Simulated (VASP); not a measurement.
# Si4Mo3 (F-43m) in VASP: relaxation of cell and atoms with PBE

Aim: the relaxation of cell and atoms of Si4Mo3 with PBE.

All numbers are computed with VASP 6.6.1; they aren't measurements. Logs are shortened: lines on timing, memory, paths and dates and some standing lists are left out, and cuts for length are marked.

### 1 The cell of the first run

The structure is cubic, space group F-43m (No. 216). The conventional cell has a = 7.609 Å, b = 7.609 Å, c = 7.609 Å, α = 90.00°, β = 90.00°, γ = 90.00°. Si (site symmetry 3m) has 3 Si at 1.91 Å and 1 Mo at 2.13 Å within 2.5 Å. Within 2.8 Å of Mo (site symmetry -43m) lie 4 Si at 2.13 Å. Within 4.3 Å of Mo (site symmetry -43m) lie 12 Si at 3.27 Å and 8 Mo at 3.29 Å. Mo (site symmetry -43m) has 12 Si at 3.11 Å and 10 Mo at 3.29 to 3.80 Å within 4.1 Å.

The cell was built from a structure type or drawn by symmetry, and may not be a known phase.

### 2 Relaxation of cell and atoms, PBE

INCAR reads:

```
PREC     = Accurate       # precision mode
ENCUT    = 500            # plane-wave cutoff, eV
EDIFF    = 1E-7           # SCF threshold, eV
ISMEAR   = 0              # smearing method
SIGMA    = 0.2            # smearing width, eV
LREAL    = F              # projectors in reciprocal space
LASPH    = T              # aspherical terms in the spheres
NELM     = 120            # most SCF steps
ALGO     = Normal         # electronic algorithm
ISIF     = 3              # what is computed and relaxed
LWAVE    = F              # write WAVECAR
LCHARG   = F              # write CHGCAR
GGA      = PE             # functional
IBRION   = 2              # ionic algorithm
NSW      = 36             # ionic steps
EDIFFG   = -0.08          # ionic threshold
GGA_COMPAT= F            
NELMIN   = 4
```

KPOINTS reads:

```
regular mesh
0
Gamma
  4 4 4
```

POSCAR reads:

```
Si4Mo3
1.0
    0.0000000000      3.8044782300      3.8044782300
    3.8044782300      0.0000000000      3.8044782300
    3.8044782300      3.8044782300      0.0000000000
Si Mo
4 3
Direct
    0.5887384600      0.5887384600      0.5887384600
    0.5887384600      0.5887384600      0.2337846100
    0.5887384600      0.2337846100      0.5887384600
    0.2337846100      0.5887384600      0.5887384600
    0.7500000000      0.7500000000      0.7500000000
    0.0000000000      0.0000000000      0.0000000000
    0.2500000000      0.2500000000      0.2500000000
```

Potentials or basis: VASP PAW PBE potentials, release 64 (Si, Mo_sv).

Run with:

```console
$ cat potpaw_PBE.64/Si/POTCAR potpaw_PBE.64/Mo_sv/POTCAR > POTCAR
$ mpirun -np 1 vasp_std > vasp.out
```

OUTCAR:

```text
PREC = Accurate
   ENCUT = 500
   EDIFF = 1E-7
   ISMEAR = 0
   LREAL = F
   LASPH = T
   NELM = 120
   ISIF = 3
   GGA = PE
   IBRION = 2
   NSW = 36
   EDIFFG = -0.08
   NELMIN = 4

 ion  position               nearest neighbor table
   1  0.589  0.589  0.589-   2 1.91   3 1.91   4 1.91   5 2.13   7 3.11   7 3.11   7 3.11   6 3.27
                             6 3.27   6 3.27
   2  0.589  0.589  0.234-   1 1.91   3 1.91   4 1.91   5 2.13   7 3.11   7 3.11   7 3.11   6 3.27
                             6 3.27   6 3.27
   3  0.589  0.234  0.589-   1 1.91   2 1.91   4 1.91   5 2.13   7 3.11   7 3.11   7 3.11   6 3.27
                             6 3.27   6 3.27
   4  0.234  0.589  0.589-   1 1.91   2 1.91   3 1.91   5 2.13   7 3.11   7 3.11   7 3.11   6 3.27
                             6 3.27   6 3.27
   5  0.750  0.750  0.750-   2 2.13   3 2.13   4 2.13   1 2.13   6 3.29   6 3.29   6 3.29   6 3.29

   6  0.000  0.000  0.000-   2 3.27   3 3.27   2 3.27   4 3.27   3 3.27   4 3.27   1 3.27   1 3.27
                             1 3.27   2 3.27   3 3.27   4 3.27   5 3.29   5 3.29   5 3.29   7 3.29
   7  0.250  0.250  0.250-   3 3.11   4 3.11   2 3.11   1 3.11   1 3.11   1 3.11   2 3.11   2 3.11
                             4 3.11   3 3.11   4 3.11   3 3.11   6 3.29   6 3.29   6 3.29   6 3.29

  LATTYP: Found a face centered cubic cell.
 ALAT       =     7.6089564600

  Lattice vectors:

 A1 = (   0.0000000000,   3.8044782300,   3.8044782300)
 A2 = (   3.8044782300,   0.0000000000,   3.8044782300)
 A3 = (   3.8044782300,   3.8044782300,   0.0000000000)

Analysis of symmetry for initial positions (statically):
=====================================================================
 Subroutine PRICEL returns:
 Original cell was already a primitive cell.

 Routine SETGRP: Setting up the symmetry group for a
 face centered cubic supercell.

 Subroutine GETGRP returns: Found 24 space group operations
 (whereof 24 operations were pure point group operations)
 out of a pool of 48 trial point group operations.

The static configuration has the point symmetry T_d .

Analysis of symmetry for dynamics (positions and initial velocities):
=====================================================================
 Subroutine PRICEL returns:
 Original cell was already a primitive cell.

 Routine SETGRP: Setting up the symmetry group for a
 face centered cubic supercell.

 Subroutine GETGRP returns: Found 24 space group operations
 (whereof 24 operations were pure point group operations)
 out of a pool of 48 trial point group operations.

The dynamic configuration has the point symmetry T_d .

[... 86 lines left out ...]
   LNONCOLLINEAR =      F non collinear calculations
   LSORBIT =      F    spin-orbit coupling
   LASPH  =      T    aspherical Exc in radial PAW
   ENCUT  =  500.0 eV  36.75 Ry    6.06 a.u.   9.81  9.81  9.81*2*pi/ulx,y,z
   NELM   =    120;   NELMIN=  4; NELMDL= -5     # of ELM steps
   EDIFF  = 0.1E-06   stopping-criterion for ELM
   LREAL  =      F    real-space projection
   EDIFFG = -.8E-01   stopping-criterion for IOM
   NSW    =     36    number of steps for IOM
   IBRION =      2    ionic relax: 0-MD 1-quasi-New 2-CG
   NFREE  =      1    steps in history (QN), initial steepest desc. (CG)
   ISIF   =      3    stress and relaxation
   ISYM   =      2    0-nonsym 1-usesym 2-fastsym
   POTIM  = 0.5000    time-step for ionic-motion
   TEBEG  =    0.0;   TEEND  =   0.0 temperature during run
   PSTRESS=    0.0 pullay stress
   NELECT =      58.0000    total number of electrons
   NUPDOWN=      -1.0000    fix difference up-down
   EMIN   =  10.00;   EMAX   =-10.00  energy-range for DOS
   EFERMI =   0.00;   METHOD = LEGACY
   ISMEAR =     0;   SIGMA  =   0.20  broadening in eV -4-tet -1-fermi 0-gaus
   EFERMI_NEDOS =   21; number of points for ismear=-14 and -15
   IALGO  =     38    algorithm
   IMIX   =      4    mixing-type and parameters
     AMIX     =   0.40;   BMIX     =  1.00
     AMIX_MAG =   1.60;   BMIX_MAG =  1.00
  volume/ion in A,a.u.               =      15.73       106.17
  Fermi-wavevector in a.u.,A,eV,Ry     =   1.322043  2.498300 23.780247  1.747799
  Thomas-Fermi vector in A             =   2.451753
   LORBIT       =      0    0 simple, 1 ext, 2 COOP (PROOUT), +10 PAW based schemes
   GGA     = PE    functional components
   LHFCALC =     F    Hartree Fock is set to
   AEXX    =    0.0000 exact exchange contribution
   IVDW    =     0    specifies the selected vdW correction
   LEPSILON=     F    determine dielectric tensor
   LRPA    =     F    only Hartree local field effects (RPA)
 conjugate gradient relaxation of ions
 non-spin polarized calculation
 Gauss-broadening in eV      SIGMA  =   0.20
  energy-cutoff  :      500.00
  volume of cell :      110.13
 maximum number of plane-waves:      2826
   NGX = 19   NGY = 19   NGZ = 19

--------------------------------------- Ionic step        1  -------------------------------------------

 number of electron      57.9999990 magnetization

 Free energy of the ion-electron system (eV)
  ---------------------------------------------------
  ext. energy  EPLUGINS =         0.00000000
  ---------------------------------------------------
  free energy    TOTEN  =       -35.63938539 eV

  energy without entropy =      -35.48623026  energy(sigma->0) =      -35.56280783

------------------------ aborting loop because EDIFF is reached ----------------------------------------

  FORCE on cell =-STRESS in cart. coord.  units (eV):
  Direction    XX          YY          ZZ          XY          YZ          ZX
  --------------------------------------------------------------------------------------
  -------------------------------------------------------------------------------------
  Total       32.5716926     32.5716926     32.5716926      0.0000000     -0.0000000      0.0000000
  in kB      473.8442380    473.8442380    473.8442380      0.0000000     -0.0000000      0.0000000
  external PRESSURE =     473.8442380 kB  Pullay stress =       0.0000000 kB
[... 713 lines left out ...]
     33       5.9430      0.00026
     34       6.1043      0.00000

[... ionic steps 4 to 10 ...]

--------------------------------------- Ionic step       11  -------------------------------------------

 number of electron      58.0000004 magnetization

------------------------ aborting loop because EDIFF is reached ----------------------------------------
[... 77 lines left out ...]
--------------------------------------- Ionic step       13  -------------------------------------------

 number of electron      58.0000009 magnetization

 Free energy of the ion-electron system (eV)
  ---------------------------------------------------
  ext. energy  EPLUGINS =         0.00000000
  ---------------------------------------------------
  free energy    TOTEN  =       -41.84632249 eV

  energy without entropy =      -41.60133580  energy(sigma->0) =      -41.72382915

 E-fermi :   7.0844     XC(G=0): -10.5606

 val. band max:        7.0736082404   @ k =   0.2500   0.2500   0.0000
 cond. band min:       7.0952259642   @ k =   0.5000   0.5000   0.0000
 fundamental gap:      0.0216177237
 Fermi energy:         7.0843788153
[... 328 lines left out ...]
  FREE ENERGIE OF THE ION-ELECTRON SYSTEM (eV)
  ---------------------------------------------------
  free  energy   TOTEN  =       -41.8463224936 eV

  energy  without entropy=      -41.6013358016  energy(sigma->0) =      -41.72382915

 reached required accuracy - stopping structural energy minimisation
```

OSZICAR:

```text
N       E                     dE             d eps       ncg     rms          rms(c)
DAV:   1     0.499203270892E+03    0.49920E+03   -0.31993E+04   584   0.158E+03
DAV:   2    -0.225294285828E+02   -0.52173E+03   -0.51390E+03   608   0.437E+02
DAV:   3    -0.496109289838E+02   -0.27082E+02   -0.26589E+02   718   0.806E+01
[... 225 lines left out ...]
DAV:   8    -0.418463292273E+02   -0.53426E-05   -0.92501E-05   758   0.321E-02    0.482E-02
DAV:   9    -0.418463244971E+02    0.47302E-05   -0.90656E-06   648   0.116E-02    0.206E-02
DAV:  10    -0.418463220834E+02    0.24138E-05   -0.37404E-06   714   0.764E-03    0.360E-03
DAV:  11    -0.418463224027E+02   -0.31936E-06   -0.19010E-07   408   0.181E-03    0.195E-03
DAV:  12    -0.418463224936E+02   -0.90923E-07   -0.17792E-07   358   0.130E-03
  13 F= -.41846322E+02 E0= -.41723829E+02  d E =-.312240E-01
```

CONTCAR:

```text
Si4Mo3
   1.00000000000000
    -0.0000000000000000    4.1269789323067227    4.1269789323067227
     4.1269789323067227   -0.0000000000000000    4.1269789323067227
     4.1269789323067227    4.1269789323067227   -0.0000000000000000
  Si              Mo
     4     3
Direct
     0.5973050684633886    0.5973050684633886    0.5973050684633886
     0.5973050684633886    0.5973050684633886    0.2080847846098405
     0.5973050684633886    0.2080847846098404    0.5973050684633886
     0.2080847846098404    0.5973050684633886    0.5973050684633886
     0.7500000000000000    0.7500000000000000    0.7500000000000000
     0.0000000000000000    0.0000000000000000    0.0000000000000000
     0.2500000000000000    0.2500000000000000    0.2500000000000000

  0.00000000E+00  0.00000000E+00  0.00000000E+00
  0.00000000E+00  0.00000000E+00  0.00000000E+00
  0.00000000E+00  0.00000000E+00  0.00000000E+00
  0.00000000E+00  0.00000000E+00  0.00000000E+00
  0.00000000E+00  0.00000000E+00  0.00000000E+00
  0.00000000E+00  0.00000000E+00  0.00000000E+00
  0.00000000E+00  0.00000000E+00  0.00000000E+00
```

Run time: 4.4 min. Hardware: 1 thread of Intel Xeon 6975P-C (Granite Rapids), shared host; peak memory 0.25 GiB.

What came out:

* Free energy: -41.8463 eV
* Relaxed volume: 20.08 Å³/atom
* Relaxed cell: a = 5.836 Å, b = 5.836 Å, c = 5.836 Å, α = 60.00°, β = 60.00°, γ = 60.00°
* Space group after relaxing (to 0.1 Å): F-43m (No. 216)
* Pressure after relaxing: 0.5 GPa
* Largest force after relaxing: 0.078 eV/Å
* Band gap on the k mesh: zero (bands 29 and 30 overlap by 0.32 eV)

Forces in eV/Å, atoms in the order of the input:
```
Si  -0.045 -0.045 -0.045
Si   0.045  0.045 -0.045
Si   0.045 -0.045  0.045
Si  -0.045  0.045  0.045
Mo   0.000  0.000  0.000
Mo   0.000  0.000  0.000
Mo   0.000  0.000  0.000
```

Final structure:
```xyz
7
Lattice="0.0000 4.1270 4.1270 4.1270 0.0000 4.1270 4.1270 4.1270 0.0000" Properties=species:S:1:pos:R:3 pbc="T T T"
Si    4.9301    4.9301    4.9301
Si    3.3238    3.3238    4.9301
Si    3.3238    4.9301    3.3238
Si    4.9301    3.3238    3.3238
Mo    6.1905    6.1905    6.1905
Mo    0.0000    0.0000    0.0000
Mo    2.0635    2.0635    2.0635
```

Caveat: the volume moved by over 15 % at a fixed basis, so the end points are rough; the relaxation stopped at a loose force limit of 0.08 eV/Å, so its end isn't a converged minimum.
